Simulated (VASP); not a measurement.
# Au (P6_3/mmc) in VASP: further runs

Runs on Au. Level: PBEsol. Tasks: single point, relaxation of cell and atoms.

Everything below comes from runs of VASP 6.6.1. Logs are shortened: lines on timing, memory, paths and dates and some standing lists are left out, and cuts for length are marked.

**1. The cell of the first run**

It takes space group P6_3/mmc (No. 194, hexagonal). Conventional cell: a = 2.908 Å, b = 2.908 Å, c = 4.673 Å, α = 90.00°, β = 90.00°, γ = 120.00°. Within 3.8 Å of Au (site symmetry -6m2) lie 12 Au at 2.88 to 2.91 Å.

This isn't the form of Au at room conditions, which is fcc.

**2. Single point, PBEsol**

The input, INCAR:

```
SYSTEM = Au
PREC     = Accurate       ! precision mode
ENCUT    = 500            ! plane-wave cutoff, eV
EDIFF    = 1E-6           ! SCF threshold, eV
ISMEAR   = 0              ! smearing method
SIGMA    = 0.1            ! smearing width, eV
LREAL    = .False.        ! projectors in reciprocal space
LASPH    = .True.         ! aspherical terms in the spheres
NELM     = 120            ! most SCF steps
ALGO     = Normal         ! electronic algorithm
ISIF     = 2              ! what is computed and relaxed
LWAVE    = .False.        ! write WAVECAR
LCHARG   = .True.         ! write CHGCAR
GGA      = PS             ! functional
LELF     = .True.         ! ELF
LVHAR    = .True.       
NBANDS   = 18             ! bands
GGA_COMPAT= .False.
```

The input, KPOINTS:

```
regular mesh
0
Gamma
  6 6 4
  0 0 0
```

The input, POSCAR:

```
Au
1.0
    2.9076949933      0.0000000000      0.0000000000
   -1.4538474966      2.5181377306      0.0000000000
    0.0000000000      0.0000000000      4.6731661476
Au
2
Direct
    0.3333333333      0.6666666667      0.2500000000
    0.6666666667      0.3333333333      0.7500000000
```

Potentials or basis: VASP PAW PBE potentials, release 64 (Au).

Started as:

```console
$ cat potpaw_PBE.64/Au/POTCAR > POTCAR
$ mpirun -np 1 vasp_std > vasp.out
```

OUTCAR:

```text
SYSTEM = Au
   PREC = Accurate
   ENCUT = 500
   EDIFF = 1E-6
   ISMEAR = 0
   LREAL = .False.
   LASPH = .True.
   NELM = 120
   ISIF = 2
   GGA = PS

 ion  position               nearest neighbor table
   1  0.333  0.667  0.250-   2 2.88   2 2.88   2 2.88   2 2.88   2 2.88   2 2.88
   2  0.667  0.333  0.750-   1 2.88   1 2.88   1 2.88   1 2.88   1 2.88   1 2.88

  LATTYP: Found a hexagonal cell.
 ALAT       =     2.9076949933
 C/A-ratio  =     1.6071720584

  Lattice vectors:

 A1 = (   2.9076949933,   0.0000000000,   0.0000000000)
 A2 = (  -1.4538474966,   2.5181377306,   0.0000000000)
 A3 = (   0.0000000000,   0.0000000000,   4.6731661476)

Analysis of symmetry for initial positions (statically):
=====================================================================
 Subroutine PRICEL returns:
 Original cell was already a primitive cell.

 Routine SETGRP: Setting up the symmetry group for a
 hexagonal supercell.

 Subroutine GETGRP returns: Found 24 space group operations
 (whereof 12 operations were pure point group operations)
 out of a pool of 24 trial point group operations.

The static configuration has the point symmetry D_3d.
 The point group associated with its full space group is D_6h.

Analysis of symmetry for dynamics (positions and initial velocities):
=====================================================================
 Subroutine PRICEL returns:
 Original cell was already a primitive cell.

 Routine SETGRP: Setting up the symmetry group for a
 hexagonal supercell.

 Subroutine GETGRP returns: Found 24 space group operations
 (whereof 12 operations were pure point group operations)
 out of a pool of 24 trial point group operations.

The dynamic configuration has the point symmetry D_3d.
 The point group associated with its full space group is D_6h.

 Subroutine INISYM returns: Found 24 space group operations
 (whereof 12 operations are pure point group operations),
 and found     1 'primitive' translations

----------------------------------------------------------------------------------------

                                     Primitive cell

  volume of cell :      34.2168

  direct lattice vectors                    reciprocal lattice vectors
     2.907694993  0.000000000  0.000000000     0.343915026  0.198559433  0.000000000
    -1.453847497  2.518137731  0.000000000     0.000000000  0.397118866  0.000000000
     0.000000000  0.000000000  4.673166148     0.000000000  0.000000000  0.213987684

  length of vectors
[... 76 lines left out ...]
   ENCUT  =  500.0 eV  36.75 Ry    6.06 a.u.   5.30  5.30  8.52*2*pi/ulx,y,z
   NELM   =    120;   NELMIN=  2; NELMDL= -5     # of ELM steps
   EDIFF  = 0.1E-05   stopping-criterion for ELM
   LREAL  =      F    real-space projection
   EDIFFG = 0.1E-04   stopping-criterion for IOM
   NSW    =      0    number of steps for IOM
   IBRION =     -1    ionic relax: 0-MD 1-quasi-New 2-CG
   NFREE  =      0    steps in history (QN), initial steepest desc. (CG)
   ISIF   =      2    stress and relaxation
   ISYM   =      2    0-nonsym 1-usesym 2-fastsym
   POTIM  = 0.5000    time-step for ionic-motion
   TEBEG  =    0.0;   TEEND  =   0.0 temperature during run
   PSTRESS=    0.0 pullay stress
   NELECT =      22.0000    total number of electrons
   NUPDOWN=      -1.0000    fix difference up-down
   EMIN   =  10.00;   EMAX   =-10.00  energy-range for DOS
   EFERMI =   0.00;   METHOD = LEGACY
   ISMEAR =     0;   SIGMA  =   0.10  broadening in eV -4-tet -1-fermi 0-gaus
   EFERMI_NEDOS =   21; number of points for ismear=-14 and -15
   IALGO  =     38    algorithm
   IMIX   =      4    mixing-type and parameters
     AMIX     =   0.40;   BMIX     =  1.00
     AMIX_MAG =   1.60;   BMIX_MAG =  1.00
  volume/ion in A,a.u.               =      17.11       115.45
  Fermi-wavevector in a.u.,A,eV,Ry     =   1.412980  2.670144 27.164184  1.996511
  Thomas-Fermi vector in A             =   2.534672
   LORBIT       =      0    0 simple, 1 ext, 2 COOP (PROOUT), +10 PAW based schemes
   GGA     = PS    functional components
   LHFCALC =     F    Hartree Fock is set to
   AEXX    =    0.0000 exact exchange contribution
   IVDW    =     0    specifies the selected vdW correction
   LEPSILON=     F    determine dielectric tensor
   LRPA    =     F    only Hartree local field effects (RPA)
 non-spin polarized calculation
 Gauss-broadening in eV      SIGMA  =   0.10
  energy-cutoff  :      500.00
  volume of cell :       34.22
 maximum number of plane-waves:       885
 NGX is ok and might be reduce to    24
   NGX = 11   NGY = 11   NGZ = 17

 number of electron      21.9999998 magnetization

 Free energy of the ion-electron system (eV)
  ---------------------------------------------------
  ext. energy  EPLUGINS =         0.00000000
  ---------------------------------------------------
  free energy    TOTEN  =        -7.75880295 eV

  energy without entropy =       -7.74914396  energy(sigma->0) =       -7.75397345

 E-fermi :   9.0910     XC(G=0): -12.8603

 val. band max:        9.0577861342   @ k =   0.5000   0.0000   0.2500
 cond. band min:       9.4241842816   @ k =   0.5000   0.0000   0.0000
 fundamental gap:      0.3663981474
 Fermi energy:         9.0910199974

 k-point     1 :       0.0000    0.0000    0.0000
  band No.  band energies     occupation
      1      -0.6672      2.00000
      2       1.9538      2.00000
      3       4.6382      2.00000
      4       4.6799      2.00000
      5       4.6799      2.00000
      6       5.0492      2.00000
[... 418 lines left out ...]
      5       4.6465      2.00000
      6       4.6465      2.00000
[... 10 lines left out ...]
     17      25.5626      0.00000
     18      25.5626      0.00000

------------------------ aborting loop because EDIFF is reached ----------------------------------------

  FORCE on cell =-STRESS in cart. coord.  units (eV):
  Direction    XX          YY          ZZ          XY          YZ          ZX
  --------------------------------------------------------------------------------------
  -------------------------------------------------------------------------------------
  Total       -0.0437395     -0.0437395     -0.0690873     -0.0000000      0.0000000     -0.0000000
  in kB       -2.0480694     -2.0480694     -3.2349618     -0.0000000      0.0000000     -0.0000000
  external PRESSURE =      -2.4437002 kB  Pullay stress =       0.0000000 kB

 VOLUME and BASIS-vectors are now :
 -----------------------------------------------------------------------------
  energy-cutoff  :      500.00
  volume of cell :       34.22
      direct lattice vectors                 reciprocal lattice vectors
     2.907694993  0.000000000  0.000000000     0.343915026  0.198559433  0.000000000
    -1.453847497  2.518137731  0.000000000     0.000000000  0.397118866  0.000000000
     0.000000000  0.000000000  4.673166148     0.000000000  0.000000000  0.213987684

 POSITION                                       TOTAL-FORCE (eV/Angst)
 -----------------------------------------------------------------------------------
     -0.00000      1.67876      1.16829        -0.000000      0.000000      0.000000
      1.45385      0.83938      3.50487         0.000000     -0.000000      0.000000
 -----------------------------------------------------------------------------------
    total drift:                                0.000000     -0.000000      0.000000

  FREE ENERGIE OF THE ION-ELECTRON SYSTEM (eV)
  ---------------------------------------------------
  free  energy   TOTEN  =        -7.7588029499 eV

  energy  without entropy=       -7.7491439592  energy(sigma->0) =       -7.75397345
```

OSZICAR:

```text
N       E                     dE             d eps       ncg     rms          rms(c)
DAV:   1     0.119572795362E+03    0.11957E+03   -0.11496E+04   764   0.116E+03
DAV:   2    -0.649653968613E+01   -0.12607E+03   -0.12082E+03   802   0.256E+02
DAV:   3    -0.842331605065E+01   -0.19268E+01   -0.19189E+01   896   0.321E+01
DAV:   4    -0.843114836513E+01   -0.78323E-02   -0.78317E-02   846   0.217E+00
DAV:   5    -0.843122124526E+01   -0.72880E-04   -0.72880E-04   862   0.222E-01    0.135E+01
DAV:   6    -0.780803364248E+01    0.62319E+00   -0.11631E+00   776   0.986E+00    0.841E+00
DAV:   7    -0.776476481293E+01    0.43269E-01   -0.11901E-01   822   0.310E+00    0.357E+00
DAV:   8    -0.775890355000E+01    0.58613E-02   -0.13149E-02   786   0.987E-01    0.510E-01
DAV:   9    -0.775879520702E+01    0.10834E-03   -0.19400E-04   840   0.127E-01    0.370E-02
DAV:  10    -0.775880263586E+01   -0.74288E-05   -0.60971E-06   842   0.201E-02    0.396E-03
DAV:  11    -0.775880294992E+01   -0.31406E-06   -0.37337E-07   416   0.503E-03
   1 F= -.77588029E+01 E0= -.77539735E+01  d E =-.965899E-02
```

Run time: 11 s. Hardware: 1 thread of Intel Xeon 6975P-C (Granite Rapids), shared host; peak memory 0.14 GiB.

Results:

| Item | Value |
| --- | --- |
| Free energy | -7.7588 eV |
| Pressure | -0.2 GPa |
| Band gap on the k mesh | zero (bands 11 and 12 overlap by 6.82 eV) |

Stress tensor (GPa, compression positive):
```
-0.20  0.00  0.00
 0.00 -0.20  0.00
 0.00  0.00 -0.32
```

Levels at points of the mesh, in eV from the Fermi level:
```tsv
k point	band 9	band 10	band 11	band 12	band 13	band 14
(0.00, 0.00, 0.00)	-3.64	-2.05	-2.05	-0.77	3.32	14.42
(0.50, 0.00, 0.00)	-1.69	-1.65	0.33	1.44	6.12	7.61
(0.00, 0.00, 0.50)	-2.51	-2.51	-2.51	-2.51	11.67	11.67
(0.50, 0.00, 0.50)	-1.74	-1.74	0.48	0.48	3.95	3.95
```

Caveat: the k points lie up to 0.42 Å⁻¹ apart, too coarse for converged energies and pressures of a metal; the PAW data sets were made with another functional, which shifts forces and pressure a little; spin-orbit coupling is left out, which moves the levels of the heavy elements.

[end of part 1 of 2]
